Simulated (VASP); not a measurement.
# Li3Os (P-3m1) in VASP: notebook, part 2 of 2

VASP 6.6.1. Earlier steps stand in the parts before.

## (3) Single point, PBE

This run uses another cell than the first one, of 19.29 Å³/atom.

Contents of INCAR:

```
SYSTEM = Li3Os
ALGO = Fast
EDIFF = 1E-7
ENCUT = 520
GGA = PE
ISIF = 2
ISMEAR = 0
LASPH = .True.
LCHARG = .False.
LREAL = .False.
LWAVE = .False.
NBANDS = 16
NELM = 100
PREC = Accurate
SIGMA = 0.1
```

Contents of KPOINTS:

```
k-points
0
Gamma
  6 6 2
  0 0 0
```

Contents of POSCAR:

```
Li3Os
1.0
    3.0821822400      0.0000000000      0.0000000000
   -1.5410911200      2.6692481200      0.0000000000
    0.0000000000      0.0000000000      9.3772228000
Li Os
3 1
Direct
    0.6666666700      0.3333333300      0.7397164500
    0.0000000000      0.0000000000      0.0000000000
    0.3333333300      0.6666666700      0.2602835500
    0.0000000000      0.0000000000      0.5000000000
```

Potentials or basis: VASP PAW PBE potentials, release 64 (Li_sv, Os).

Started as:

```sh
cat potpaw_PBE.64/Li_sv/POTCAR potpaw_PBE.64/Os/POTCAR > POTCAR
mpirun -np 1 vasp_std > vasp.out
```

OUTCAR:

```text
SYSTEM = Li3Os
   EDIFF = 1E-7
   ENCUT = 520
   GGA = PE
   ISIF = 2
   ISMEAR = 0
   LASPH = .True.
   LREAL = .False.
   NELM = 100
   PREC = Accurate

 ion  position               nearest neighbor table
   1  0.667  0.333  0.740-   4 2.87   4 2.87   4 2.87
   2  0.000  0.000  0.000-
   3  0.333  0.667  0.260-   4 2.87   4 2.87   4 2.87
   4  0.000  0.000  0.500-   1 2.87   3 2.87   1 2.87   3 2.87   1 2.87   3 2.87

  LATTYP: Found a hexagonal cell.
 ALAT       =     3.0821822400
 C/A-ratio  =     3.0423972594

  Lattice vectors:

 A1 = (   3.0821822400,   0.0000000000,   0.0000000000)
 A2 = (  -1.5410911200,   2.6692481200,   0.0000000000)
 A3 = (   0.0000000000,   0.0000000000,   9.3772228000)

Analysis of symmetry for initial positions (statically):
=====================================================================
 Subroutine PRICEL returns:
 Original cell was already a primitive cell.

 Routine SETGRP: Setting up the symmetry group for a
 hexagonal supercell.

 Subroutine GETGRP returns: Found 12 space group operations
 (whereof 12 operations were pure point group operations)
 out of a pool of 24 trial point group operations.

The static configuration has the point symmetry D_3d.

Analysis of symmetry for dynamics (positions and initial velocities):
=====================================================================
 Subroutine PRICEL returns:
 Original cell was already a primitive cell.

 Routine SETGRP: Setting up the symmetry group for a
 hexagonal supercell.

 Subroutine GETGRP returns: Found 12 space group operations
 (whereof 12 operations were pure point group operations)
 out of a pool of 24 trial point group operations.

The dynamic configuration has the point symmetry D_3d.

 Subroutine INISYM returns: Found 12 space group operations
 (whereof 12 operations are pure point group operations),
 and found     1 'primitive' translations

----------------------------------------------------------------------------------------

                                     Primitive cell

  volume of cell :      77.1474

  direct lattice vectors                    reciprocal lattice vectors
     3.082182240  0.000000000  0.000000000     0.324445449  0.187318667  0.000000000
    -1.541091120  2.669248120  0.000000000     0.000000000  0.374637334  0.000000000
     0.000000000  0.000000000  9.377222800     0.000000000  0.000000000  0.106641382

  length of vectors
     3.082182240  3.082182241  9.377222800     0.374637334  0.374637334  0.106641382

  position of ions in fractional coordinates (direct lattice)
     0.666666670  0.333333330  0.739716450
     0.000000000  0.000000000  0.000000000
     0.333333330  0.666666670  0.260283550
     0.000000000  0.000000000  0.500000000

  ion indices of the primitive-cell ions
   primitive index   ion index
                 1           1
                 2           2
                 3           3
                 4           4

[... 29 lines left out ...]
  0.166667  0.000000  0.000000      6.000000
  0.333333  0.000000  0.000000      6.000000
  0.500000  0.000000  0.000000      3.000000
  0.166667  0.166667  0.000000      6.000000
  0.333333  0.166667  0.000000     12.000000
  0.333333  0.333333  0.000000      2.000000
  0.000000  0.000000  0.500000      1.000000
  0.166667  0.000000  0.500000      6.000000
  0.333333  0.000000  0.500000      6.000000
  0.500000  0.000000  0.500000      3.000000
  0.166667  0.166667  0.500000      6.000000
  0.333333  0.166667  0.500000     12.000000
  0.333333  0.333333  0.500000      2.000000
   k-points           NKPTS =     14   k-points in BZ     NKDIM =     14   number of bands    NBANDS=     16
   number of dos      NEDOS =    301   number of ions     NIONS =      4
   total plane-waves  NPLWV =  40320
   dimension x,y,z NGX =    24 NGY =   24 NGZ =   70
   dimension x,y,z NGXF=    48 NGYF=   48 NGZF=  140
   ions per type =               3   1
   NGX,Y,Z   is equivalent  to a cutoff of  12.95, 12.95, 12.41 a.u.
   NGXF,Y,Z  is equivalent  to a cutoff of  25.89, 25.89, 24.82 a.u.
 SYSTEM =  Li3Os
   PREC   = accura    normal or accurate (medium, high low for compatibility)
   ISTART =      0    job   : 0-new  1-cont  2-samecut
   ICHARG =      2    charge: 1-file 2-atom 10-const
   ISPIN  =      1    spin polarized calculation?
   LNONCOLLINEAR =      F non collinear calculations
   LSORBIT =      F    spin-orbit coupling
   LASPH  =      T    aspherical Exc in radial PAW
   ENCUT  =  520.0 eV  38.22 Ry    6.18 a.u.   5.73  5.73 17.44*2*pi/ulx,y,z
   NELM   =    100;   NELMIN=  2; NELMDL= -5     # of ELM steps
   EDIFF  = 0.1E-06   stopping-criterion for ELM
   LREAL  =      F    real-space projection
   EDIFFG = 0.1E-05   stopping-criterion for IOM
   NSW    =      0    number of steps for IOM
   IBRION =     -1    ionic relax: 0-MD 1-quasi-New 2-CG
   NFREE  =      0    steps in history (QN), initial steepest desc. (CG)
   ISIF   =      2    stress and relaxation
   ISYM   =      2    0-nonsym 1-usesym 2-fastsym
   POTIM  = 0.5000    time-step for ionic-motion
   TEBEG  =    0.0;   TEEND  =   0.0 temperature during run
   PSTRESS=    0.0 pullay stress
   NELECT =      17.0000    total number of electrons
   NUPDOWN=      -1.0000    fix difference up-down
   EMIN   =  10.00;   EMAX   =-10.00  energy-range for DOS
   EFERMI =   0.00;   METHOD = LEGACY
   ISMEAR =     0;   SIGMA  =   0.10  broadening in eV -4-tet -1-fermi 0-gaus
   EFERMI_NEDOS =   21; number of points for ismear=-14 and -15
   IALGO  =     68    algorithm
   IMIX   =      4    mixing-type and parameters
     AMIX     =   0.40;   BMIX     =  1.00
     AMIX_MAG =   1.60;   BMIX_MAG =  1.00
  volume/ion in A,a.u.               =      19.29       130.15
  Fermi-wavevector in a.u.,A,eV,Ry     =   0.988820  1.868599 13.303304  0.977765
  Thomas-Fermi vector in A             =   2.120374
   LORBIT       =      0    0 simple, 1 ext, 2 COOP (PROOUT), +10 PAW based schemes
   GGA     = PE    functional components
   LHFCALC =     F    Hartree Fock is set to
   AEXX    =    0.0000 exact exchange contribution
   IVDW    =     0    specifies the selected vdW correction
   LEPSILON=     F    determine dielectric tensor
   LRPA    =     F    only Hartree local field effects (RPA)
 non-spin polarized calculation
 RMM-DIIS sequential band-by-band and
 Gauss-broadening in eV      SIGMA  =   0.10
  energy-cutoff  :      520.00
  volume of cell :       77.15
 maximum number of plane-waves:      2094
 NGX is ok and might be reduce to    24
   NGX = 11   NGY = 11   NGZ = 35

 number of electron      16.9999982 magnetization

 Free energy of the ion-electron system (eV)
  ---------------------------------------------------
  ext. energy  EPLUGINS =         0.00000000
  ---------------------------------------------------
  free energy    TOTEN  =       -15.06403554 eV

  energy without entropy =      -15.03019773  energy(sigma->0) =      -15.04711663

 E-fermi :   1.5765     XC(G=0):  -8.4330

 val. band max:        1.5675772267   @ k =   0.5000   0.0000   0.0000
 cond. band min:       1.5817853879   @ k =   0.1667   0.1667   0.0000
 fundamental gap:      0.0142081612
 Fermi energy:         1.5764809261

 k-point     1 :       0.0000    0.0000    0.0000
  band No.  band energies     occupation
      1     -45.0498      2.00000
      2     -44.3046      2.00000
      3     -44.3046      2.00000
      4      -4.2068      2.00000
      5      -1.5976      2.00000
      6      -0.4835      2.00000
[... 243 lines left out ...]
      3     -44.2921      2.00000
      4       0.0245      2.00000
      5       0.0245      2.00000
      6       0.0701      2.00000
[... 8 lines left out ...]
     15       6.7229      0.00000
     16       8.2129      0.00000

------------------------ aborting loop because EDIFF is reached ----------------------------------------

  FORCE on cell =-STRESS in cart. coord.  units (eV):
  Direction    XX          YY          ZZ          XY          YZ          ZX
  --------------------------------------------------------------------------------------
  -------------------------------------------------------------------------------------
  Total       -8.3897837     -8.3897837     -1.4372869      0.0000000     -0.0000000      0.0000000
  in kB     -174.2367864   -174.2367866    -29.8491911      0.0000000     -0.0000000      0.0000000
  external PRESSURE =    -126.1075880 kB  Pullay stress =       0.0000000 kB

 VOLUME and BASIS-vectors are now :
 -----------------------------------------------------------------------------
  energy-cutoff  :      520.00
  volume of cell :       77.15
      direct lattice vectors                 reciprocal lattice vectors
     3.082182240  0.000000000  0.000000000     0.324445449  0.187318667  0.000000000
    -1.541091120  2.669248120  0.000000000     0.000000000  0.374637334  0.000000000
     0.000000000  0.000000000  9.377222800     0.000000000  0.000000000  0.106641382

 POSITION                                       TOTAL-FORCE (eV/Angst)
 -----------------------------------------------------------------------------------
      1.54109      0.88975      6.93649         0.000000      0.000000     -0.672333
      0.00000      0.00000      0.00000        -0.000000      0.000000      0.000000
     -0.00000      1.77950      2.44074         0.000000     -0.000000      0.672333
      0.00000      0.00000      4.68861        -0.000000      0.000000      0.000000
 -----------------------------------------------------------------------------------
    total drift:                                0.000000      0.000000      0.000000

  FREE ENERGIE OF THE ION-ELECTRON SYSTEM (eV)
  ---------------------------------------------------
  free  energy   TOTEN  =       -15.0640355376 eV

  energy  without entropy=      -15.0301977317  energy(sigma->0) =      -15.04711663
```

OSZICAR:

```text
N       E                     dE             d eps       ncg     rms          rms(c)
DAV:   1     0.666216870901E+02    0.66622E+02   -0.61142E+03   448   0.981E+02
DAV:   2    -0.463233373377E+01   -0.71254E+02   -0.64687E+02   512   0.246E+02
DAV:   3    -0.160881890370E+02   -0.11456E+02   -0.11040E+02   864   0.575E+01
[... 28 lines left out ...]
RMM:  32    -0.150640350472E+02   -0.23300E-06   -0.26278E-06   396   0.454E-03    0.275E-04
RMM:  33    -0.150640352246E+02   -0.17745E-06   -0.19911E-06   397   0.421E-03    0.136E-04
RMM:  34    -0.150640353565E+02   -0.13185E-06   -0.14879E-06   393   0.388E-03    0.172E-04
RMM:  35    -0.150640354557E+02   -0.99259E-07   -0.11408E-06   354   0.358E-03    0.118E-04
RMM:  36    -0.150640355376E+02   -0.81858E-07   -0.87048E-07   378   0.345E-03
   1 F= -.15064036E+02 E0= -.15047117E+02  d E =-.338378E-01
```

stdout:

```text
POSCAR found type information on POSCAR LiOs
 POSCAR found :  2 types and       4 ions
 scaLAPACK will be used
 LDA part: xc-table for (Slater+PW92), standard interpolation
 POSCAR, INCAR and KPOINTS ok, starting setup
 FFT: planning ... GRIDC
 FFT: planning ... GRID_SOFT
 FFT: planning ... GRID
 WAVECAR not read
 entering main loop
 num prob WARNING in EDDRMM: call to ZHEGV failed, returncode =   8  4     15
WARNING in EDDRMM: call to ZHEGV failed, returncode =   6  3      6
WARNING in EDDRMM: call to ZHEGV failed, returncode =   8  4     10
 num prob WARNING in EDDRMM: call to ZHEGV failed, returncode =   8  4     14
 num prob RMM:  26    -0.150640319047E+02   -0.12888E-05   -0.13879E-05   503   0.891E-03    0.249E-03
WARNING in EDDRMM: call to ZHEGV failed, returncode =   6  3      8
 num prob WARNING in EDDRMM: call to ZHEGV failed, returncode =   8  4      9
WARNING in EDDRMM: call to ZHEGV failed, returncode =   8  4     15
WARNING in EDDRMM: call to ZHEGV failed, returncode =   8  4     15
 num prob RMM:  35    -0.150640354557E+02   -0.99259E-07   -0.11408E-06   354   0.358E-03    0.118E-04
```

It took 94 s on 1 thread of Intel Xeon 8259CL, shared host; peak memory 0.19 GiB.

What came out:

```
Free energy            : -15.0640 eV
Largest force          : 0.672 eV/Å
Band gap on the k mesh : zero (an odd number of electrons rules out a gap without spin polarisation)
```

Forces on the atoms (eV/Å):
```
Li   0.000  0.000 -0.672
Li   0.000  0.000  0.000
Li   0.000  0.000  0.672
Os   0.000  0.000  0.000
```

Caveat: the k points lie up to 0.39 Å⁻¹ apart, too coarse for converged energies and pressures of a metal; the cutoff is under 1.25 times the usual one of these potentials, so pressure, stress and relaxed cells hold a basis-set (Pulay) error; spin-orbit coupling is left out, which moves the levels of the heavy elements.

The gap in the log of VASP goes by the Fermi energy; the results here count the filled bands.